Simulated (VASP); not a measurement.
Write the native input for VASP 6.6.1 that does the following.

```
Task                   : single point
Functional             : PBE
Potentials or basis    : VASP PAW PBE potentials, release 64 (Te, Mo_sv)
Cutoff                 : 520 eV
k mesh                 : 10 × 10 × 8
Occupations            : gaussian, width 0.1 eV
Spin                   : no spin polarisation
Dipole correction      : no
Further INCAR settings : ALGO = Fast; EDIFF = 1e-07; NBANDS = 47
```

The structure of TeMo5 lies in POSCAR:

```
TeMo5
1.0
    2.2655647819     -4.8588241581      0.0000000000
    2.2655647819      4.8588241581      0.0000000000
    0.0000000000      0.0000000000      4.4871618877
Te Mo
1 5
Direct
    0.5000000000      0.5000000000      0.5000000000
    0.0000000000      0.0000000000      0.0000000000
    0.3278681557      0.6721318443      0.0000000000
    0.6721318443      0.3278681557      0.0000000000
    0.8330519249      0.1669480751      0.5000000000
    0.1669480751      0.8330519249      0.5000000000
```

These files were run (other wordings do the same):

INCAR

```
  PREC = Accurate
  ENCUT = 520
  EDIFF = 1E-7
  ISMEAR = 0
  SIGMA = 0.1
  LREAL = F
  LASPH = T
  NELM = 100
  ALGO = Fast
  ISIF = 2
  LWAVE = F
  LCHARG = F
  GGA = PE
  NBANDS = 47
```

KPOINTS

```
regular mesh
0
Gamma
  10 10 8
```

Potentials or basis: VASP PAW PBE potentials, release 64 (Te, Mo_sv).

Launch:

```console
$ cat potpaw_PBE.64/Te/POTCAR potpaw_PBE.64/Mo_sv/POTCAR > POTCAR
$ mpirun -np 1 vasp_std > vasp.out
```

It gave:

- Pressure: 0.3 GPa
- Largest force: 0.010 eV/Å
- Band gap on the k mesh: zero (band 38 reaches 13.37 eV, above the bottom of band 39 at 12.30 eV)

Caveat: spin-orbit coupling is left out, which moves the levels of the heavy elements.

Run time: 16 min on 1 thread of Intel Xeon 6975P-C (shared host), peak memory 0.63 GiB.
